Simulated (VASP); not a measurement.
Write the native input for VASP 6.6.1 that does the following.

```
Task                   : single point
Functional             : PBE
Potentials or basis    : VASP PAW PBE potentials, release 64 (Sn_d, O)
Cutoff                 : 520 eV
k mesh                 : 6 × 6 × 8
Occupations            : gaussian, width 0.02 eV
Spin                   : no spin polarisation
Dipole correction      : no
Further INCAR settings : ALGO = Normal; EDIFF = 1e-06; NBANDS = 35
```

The structure of SnO2 (Cassiterite) lies in POSCAR:

```
SnO2
1.0
    4.7669924196      0.0000000000      0.0000000000
    0.0000000000      4.7669924196      0.0000000000
    0.0000000000      0.0000000000      3.2210615958
Sn O
2 4
Direct
    0.0000000000      0.0000000000      0.0000000000
    0.5000000000      0.5000000000      0.5000000000
    0.3060051123      0.3060051123      0.0000000000
    0.1939948877      0.8060051123      0.5000000000
    0.6939948877      0.6939948877      0.0000000000
    0.8060051123      0.1939948877      0.5000000000
```

This cell differs from its parent crystal: volume scaled by 0.97, then relaxed in part.

One way to write it, as run:

INCAR

```
  ALGO = Normal
  EDIFF = 1E-6
  ENCUT = 520
  GGA = PE
  ISIF = 2
  ISMEAR = 0
  LASPH = T
  LCHARG = F
  LREAL = F
  LWAVE = F
  NBANDS = 35
  NELM = 60
  PREC = Accurate
  SIGMA = 0.02
```

KPOINTS

```
k-points
0
Gamma
  6 6 8
```

Potentials or basis: VASP PAW PBE potentials, release 64 (Sn_d, O).

Command:

```bash
$ cat potpaw_PBE.64/Sn_d/POTCAR potpaw_PBE.64/O/POTCAR > POTCAR
$ mpirun -np 1 vasp_std > vasp.out
```

It gave:

| Item | Value |
| --- | --- |
| Pressure | 6.2 GPa |
| Largest force | 0.015 eV/Å |
| Band gap on the k mesh | 0.97 eV, direct |

Caveat: spin-orbit coupling is left out, which moves the levels of the heavy elements.

It took 35 s on 1 thread of Intel(R) Xeon(R) 6975P-C (Granite Rapids), on a shared host, peak memory 0.23 GiB.
